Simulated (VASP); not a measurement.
A run of VASP 6.6.1 is set up as follows.

INCAR

```
PREC = Accurate ; ENCUT = 520
EDIFF = 1E-6 ; ISMEAR = 0
SIGMA = 0.02 ; LREAL = False
LASPH = True ; NELM = 100
ALGO = Normal ; ISIF = 2
LWAVE = False ; LCHARG = False
GGA = PE ; NBANDS = 36
```

File KPOINTS:

```
Automatic mesh
0
Gamma
  6 6 4
```

POSCAR

```
Cd3SeS2
1.0
    4.1195561785      0.0000000280      0.0000000000
   -2.0597781135      3.5676402889      0.0000000000
    0.0000000000      0.0000000000     10.1113438467
Cd Se S
3 1 2
Direct
    0.0000000000      0.0000000000      0.9902333357
    0.3333333333      0.6666666667      0.6664405923
    0.6666666667      0.3333333333      0.3438922515
    0.0000000000      0.0000000000      0.2466838593
    0.3333333333      0.6666666667      0.9132065584
    0.6666666667      0.3333333333      0.5895424029
```

Potentials or basis: VASP PAW PBE potentials, release 64 (Cd, Se, S).

Run with:

```console
$ cat potpaw_PBE.64/Cd/POTCAR potpaw_PBE.64/Se/POTCAR potpaw_PBE.64/S/POTCAR > POTCAR
$ mpirun -np 1 vasp_std > vasp.out
```

What does it give for the band gap on the k mesh?

0.85 eV, direct.

Estimate the largest force.

0.005 eV/Å.

What does it give for the pressure?

6.3 GPa.

Forces on the atoms (eV/Å):
```
Cd   0.000  0.000 -0.001
Cd   0.000  0.000 -0.003
Cd   0.000  0.000  0.000
Se   0.000  0.000 -0.005
S    0.000  0.000  0.004
S    0.000  0.000  0.005
```
